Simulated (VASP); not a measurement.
# K (P6_3/mmc) in VASP: single point with PBE

Aim: the single point of K with PBE.

Everything below comes from runs of VASP 6.6.1. Logs are shortened: lines on timing, memory, paths and dates and some standing lists are left out, and cuts for length are marked.

## (1) The cell of the first run

It takes space group P6_3/mmc (No. 194, hexagonal). Conventional cell: a = 3.584 Å, b = 3.584 Å, c = 11.479 Å, α = 90.00°, β = 90.00°, γ = 120.00°. K (site symmetry -3m) has 12 K at 3.54 to 3.58 Å within 4.6 Å. Within 4.6 Å of K (site symmetry -6m2) lie 12 K at 3.54 to 3.58 Å.

This isn't the form of K at room conditions, which is bcc.

## (2) Single point, PBE

INCAR reads:

```
PREC     = Accurate       # precision mode
ENCUT    = 520            # plane-wave cutoff, eV
EDIFF    = 1E-6           # SCF threshold, eV
ISMEAR   = -1             # smearing method
SIGMA    = 0.1            # smearing width, eV
LREAL    = F              # projectors in reciprocal space
LASPH    = T              # aspherical terms in the spheres
NELM     = 80             # most SCF steps
ALGO     = Normal         # electronic algorithm
ISIF     = 2              # what is computed and relaxed
LWAVE    = F              # write WAVECAR
LCHARG   = F              # write CHGCAR
GGA      = PE             # functional
NBANDS   = 26             # bands
```

KPOINTS reads:

```
Automatic mesh
0
Gamma
  9 9 6
```

POSCAR reads:

```
K
1.0
    3.5843567659      0.0000000000      0.0000000000
   -1.7921783830      3.1041440155      0.0000000000
    0.0000000000      0.0000000000     11.4788007758
K
4
Direct
    0.0000000000      0.0000000000      0.0000000000
    0.0000000000      0.0000000000      0.5000000000
    0.3333333333      0.6666666667      0.2500000000
    0.6666666667      0.3333333333      0.7500000000
```

Potentials or basis: VASP PAW PBE potentials, release 64 (K_sv).

Launch:

```
$ cat potpaw_PBE.64/K_sv/POTCAR > POTCAR
$ mpirun -np 1 vasp_std > vasp.out
```

OUTCAR:

```text
PREC = Accurate
   ENCUT = 520
   EDIFF = 1E-6
   ISMEAR = -1
   LREAL = F
   LASPH = T
   NELM = 80
   ISIF = 2
   GGA = PE

 ion  position               nearest neighbor table
   1  0.000  0.000  0.000-   3 3.54   4 3.54   4 3.54   3 3.54   4 3.54   3 3.54
   2  0.000  0.000  0.500-   3 3.54   4 3.54   4 3.54   3 3.54   4 3.54   3 3.54
   3  0.333  0.667  0.250-   1 3.54   2 3.54   1 3.54   2 3.54   1 3.54   2 3.54
   4  0.667  0.333  0.750-   1 3.54   2 3.54   1 3.54   2 3.54   1 3.54   2 3.54

  LATTYP: Found a hexagonal cell.
 ALAT       =     3.5843567659
 C/A-ratio  =     3.2024716080

  Lattice vectors:

 A1 = (   3.5843567659,   0.0000000000,   0.0000000000)
 A2 = (  -1.7921783830,   3.1041440155,   0.0000000000)
 A3 = (   0.0000000000,   0.0000000000,  11.4788007758)

Analysis of symmetry for initial positions (statically):
=====================================================================
 Subroutine PRICEL returns:
 Original cell was already a primitive cell.

 Routine SETGRP: Setting up the symmetry group for a
 hexagonal supercell.

 Subroutine GETGRP returns: Found 24 space group operations
 (whereof 12 operations were pure point group operations)
 out of a pool of 24 trial point group operations.

The static configuration has the point symmetry D_3d.
 The point group associated with its full space group is D_6h.

Analysis of symmetry for dynamics (positions and initial velocities):
=====================================================================
 Subroutine PRICEL returns:
 Original cell was already a primitive cell.

 Routine SETGRP: Setting up the symmetry group for a
 hexagonal supercell.

 Subroutine GETGRP returns: Found 24 space group operations
 (whereof 12 operations were pure point group operations)
 out of a pool of 24 trial point group operations.

The dynamic configuration has the point symmetry D_3d.
 The point group associated with its full space group is D_6h.

 Subroutine INISYM returns: Found 24 space group operations
 (whereof 12 operations are pure point group operations),
 and found     1 'primitive' translations

----------------------------------------------------------------------------------------

                                     Primitive cell

  volume of cell :     127.7173

  direct lattice vectors                    reciprocal lattice vectors
     3.584356766  0.000000000  0.000000000     0.278990085  0.161075001  0.000000000
    -1.792178383  3.104144016  0.000000000     0.000000000  0.322150002  0.000000000
     0.000000000  0.000000000 11.478800776     0.000000000  0.000000000  0.087117114

  length of vectors
     3.584356766  3.584356766 11.478800776     0.322150002  0.322150002  0.087117114

  position of ions in fractional coordinates (direct lattice)
     0.000000000  0.000000000  0.000000000
     0.000000000  0.000000000  0.500000000
     0.333333333  0.666666667  0.250000000
     0.666666667  0.333333333  0.750000000

  ion indices of the primitive-cell ions
   primitive index   ion index
                 1           1
                 2           2
                 3           3
                 4           4

----------------------------------------------------------------------------------------

 KPOINTS: Automatic mesh

Automatic generation of k-mesh.
 Grid dimensions read from file:
 generate k-points for:    9    9    6

 Generating k-lattice:

  Cartesian coordinates                     Fractional coordinates (reciprocal lattice)
     0.030998898  0.017897222  0.000000000     0.111111111  0.000000000  0.000000000
     0.000000000  0.035794445  0.000000000     0.000000000  0.111111111  0.000000000
     0.000000000  0.000000000  0.014519519     0.000000000  0.000000000  0.166666667

  Length of vectors
     0.035794445  0.035794445  0.014519519

  Shift w.r.t. Gamma in fractional coordinates (k-lattice)
     0.000000000  0.000000000  0.000000000

 Subroutine IBZKPT returns following result:
 ===========================================

 Found     48 irreducible k-points:

 Following reciprocal coordinates:
            Coordinates               Weight
  0.000000  0.000000  0.000000      1.000000
  0.111111  0.000000  0.000000      6.000000
  0.222222  0.000000  0.000000      6.000000
  0.333333  0.000000  0.000000      6.000000
  0.444444  0.000000  0.000000      6.000000
  0.111111  0.111111  0.000000      6.000000
[... 16 lines left out ...]
  0.333333  0.222222  0.166667     24.000000
  0.333333  0.333333  0.166667      4.000000
 [... further k-points ...]
   k-points           NKPTS =     48   k-points in BZ     NKDIM =     48   number of bands    NBANDS=     26
   number of dos      NEDOS =    301   number of ions     NIONS =      4
   total plane-waves  NPLWV =  70560
   dimension x,y,z NGX =    28 NGY =   28 NGZ =   90
   dimension x,y,z NGXF=    56 NGYF=   56 NGZF=  180
   ions per type =               4
   NGX,Y,Z   is equivalent  to a cutoff of  12.99, 12.99, 13.03 a.u.
   NGXF,Y,Z  is equivalent  to a cutoff of  25.97, 25.97, 26.07 a.u.
 SYSTEM =  unknown system
   PREC   = accura    normal or accurate (medium, high low for compatibility)
   ISTART =      0    job   : 0-new  1-cont  2-samecut
   ICHARG =      2    charge: 1-file 2-atom 10-const
   ISPIN  =      1    spin polarized calculation?
   LNONCOLLINEAR =      F non collinear calculations
   LSORBIT =      F    spin-orbit coupling
   LASPH  =      T    aspherical Exc in radial PAW
   ENCUT  =  520.0 eV  38.22 Ry    6.18 a.u.   6.66  6.66 21.34*2*pi/ulx,y,z
   NELM   =     80;   NELMIN=  2; NELMDL= -5     # of ELM steps
   EDIFF  = 0.1E-05   stopping-criterion for ELM
   LREAL  =      F    real-space projection
   EDIFFG = 0.1E-04   stopping-criterion for IOM
   NSW    =      0    number of steps for IOM
   IBRION =     -1    ionic relax: 0-MD 1-quasi-New 2-CG
   NFREE  =      0    steps in history (QN), initial steepest desc. (CG)
   ISIF   =      2    stress and relaxation
   ISYM   =      2    0-nonsym 1-usesym 2-fastsym
   POTIM  = 0.5000    time-step for ionic-motion
   TEBEG  =    0.0;   TEEND  =   0.0 temperature during run
   PSTRESS=    0.0 pullay stress
   NELECT =      36.0000    total number of electrons
   NUPDOWN=      -1.0000    fix difference up-down
   EMIN   =  10.00;   EMAX   =-10.00  energy-range for DOS
   EFERMI =   0.00;   METHOD = LEGACY
   ISMEAR =    -1;   SIGMA  =   0.10  broadening in eV -4-tet -1-fermi 0-gaus
   EFERMI_NEDOS =   21; number of points for ismear=-14 and -15
   IALGO  =     38    algorithm
   IMIX   =      4    mixing-type and parameters
     AMIX     =   0.40;   BMIX     =  1.00
     AMIX_MAG =   1.60;   BMIX_MAG =  1.00
  volume/ion in A,a.u.               =      31.93       215.47
  Fermi-wavevector in a.u.,A,eV,Ry     =   1.073394  2.028420 15.676286  1.152174
  Thomas-Fermi vector in A             =   2.209192
   LORBIT       =      0    0 simple, 1 ext, 2 COOP (PROOUT), +10 PAW based schemes
   GGA     = PE    functional components
   LHFCALC =     F    Hartree Fock is set to
   AEXX    =    0.0000 exact exchange contribution
   IVDW    =     0    specifies the selected vdW correction
   LEPSILON=     F    determine dielectric tensor
   LRPA    =     F    only Hartree local field effects (RPA)
 non-spin polarized calculation
  energy-cutoff  :      520.00
  volume of cell :      127.72
 maximum number of plane-waves:      3486
 NGX is ok and might be reduce to    28
   NGX = 13   NGY = 13   NGZ = 43

 number of electron      36.0000002 magnetization

 Free energy of the ion-electron system (eV)
  ---------------------------------------------------
  ext. energy  EPLUGINS =         0.00000000
  ---------------------------------------------------
  free energy    TOTEN  =        -0.49088169 eV

  energy without entropy =       -0.38716024  energy(sigma->0) =       -0.43902096

 E-fermi :   2.8433     XC(G=0):  -8.1568

 val. band max:        2.8366967139   @ k =   0.2222   0.2222   0.0000
 cond. band min:       2.8478791780   @ k =   0.4444   0.0000   0.1667
 fundamental gap:      0.0111824642
 Fermi energy:         2.8433185712

 k-point     1 :       0.0000    0.0000    0.0000
  band No.  band energies     occupation
      1     -29.5266      2.00000
      2     -29.4576      2.00000
      3     -29.4543      2.00000
      4     -29.3838      2.00000
      5     -13.5118      2.00000
      6     -13.0742      2.00000
[... 18 lines left out ...]
     25       6.9935      0.00000
     26       7.1391      0.00000

 k-point     2 :       0.1111    0.0000    0.0000
  band No.  band energies     occupation
      1     -29.5134      2.00000
      2     -29.4480      2.00000
      3     -29.4447      2.00000
      4     -29.3781      2.00000
      5     -13.4753      2.00000
      6     -13.0876      2.00000
[... 18 lines left out ...]
     25       6.7318      0.00000
     26       6.8502      0.00000

 k-point     3 :       0.2222    0.0000    0.0000
  band No.  band energies     occupation
      1     -29.4784      2.00000
      2     -29.4237      2.00000
      3     -29.4204      2.00000
      4     -29.3648      2.00000
      5     -13.3769      2.00000
      6     -13.1695      2.00000
[... 18 lines left out ...]
     25       6.0008      0.00000
     26       6.0120      0.00000

 k-point     4 :       0.3333    0.0000    0.0000
  band No.  band energies     occupation
      1     -29.4350      2.00000
      2     -29.3958      2.00000
      3     -29.3925      2.00000
      4     -29.3529      2.00000
      5     -13.3351      2.00000
      6     -13.3350      2.00000
[... 18 lines left out ...]
     25       5.6774      0.00000
     26       5.8940      0.00000
[... 496 lines left out ...]
      1     -29.4126      2.00000
      2     -29.3902      2.00000
      3     -29.3734      2.00000
      4     -29.3509      2.00000
      5     -13.3241      2.00000
      6     -13.3013      2.00000
[... 18 lines left out ...]
     25       5.3946      0.00000
     26       5.6893      0.00000

 k-point    23 :       0.3333    0.2222    0.1667
  band No.  band energies     occupation
      1     -29.3833      2.00000
      2     -29.3722      2.00000
      3     -29.3633      2.00000
      4     -29.3522      2.00000
      5     -13.3640      2.00000
      6     -13.3380      2.00000
[... 18 lines left out ...]
     25       5.2016      0.00000
     26       5.4293      0.00000

 k-point    24 :       0.3333    0.3333    0.1667
  band No.  band energies     occupation
      1     -29.3645      2.00000
      2     -29.3645      2.00000
      3     -29.3613      2.00000
      4     -29.3612      2.00000
      5     -13.2998      2.00000
      6     -13.2571      2.00000
[... 18 lines left out ...]
     25       5.1197      0.00000
     26       5.4394      0.00000

 [... further k-points ...]

------------------------ aborting loop because EDIFF is reached ----------------------------------------

  FORCE on cell =-STRESS in cart. coord.  units (eV):
  Direction    XX          YY          ZZ          XY          YZ          ZX
  --------------------------------------------------------------------------------------
  -------------------------------------------------------------------------------------
  Total       10.5516719     10.5516719     10.9390244     -0.0000000      0.0000000      0.0000000
  in kB      132.3677689    132.3677689    137.2269977     -0.0000000      0.0000000      0.0000000
  external PRESSURE =     133.9875118 kB  Pullay stress =       0.0000000 kB

 VOLUME and BASIS-vectors are now :
 -----------------------------------------------------------------------------
  energy-cutoff  :      520.00
  volume of cell :      127.72
      direct lattice vectors                 reciprocal lattice vectors
     3.584356766  0.000000000  0.000000000     0.278990085  0.161075001  0.000000000
    -1.792178383  3.104144016  0.000000000     0.000000000  0.322150002  0.000000000
     0.000000000  0.000000000 11.478800776     0.000000000  0.000000000  0.087117114

 POSITION                                       TOTAL-FORCE (eV/Angst)
 -----------------------------------------------------------------------------------
      0.00000      0.00000      0.00000         0.000000     -0.000000      0.000000
      0.00000      0.00000      5.73940         0.000000     -0.000000      0.000000
     -0.00000      2.06943      2.86970        -0.000000      0.000000     -0.000000
      1.79218      1.03471      8.60910        -0.000000      0.000000      0.000000
 -----------------------------------------------------------------------------------
    total drift:                                0.000000     -0.000000      0.000000

  FREE ENERGIE OF THE ION-ELECTRON SYSTEM (eV)
  ---------------------------------------------------
  free  energy   TOTEN  =        -0.4908816916 eV

  energy  without entropy=       -0.3871602352  energy(sigma->0) =       -0.43902096
```

Run time: 2 min. Hardware: 1 thread of AMD EPYC 7R13 (Zen 3), shared host; peak memory 0.27 GiB.

What came out:

```yaml
Free_energy: -0.4909 eV
Pressure: 13.4 GPa
Band_gap_on_the_k_mesh: zero (bands 18 and 19 overlap by 2.86 eV)
```

Caveat: the cell stands under pressure.
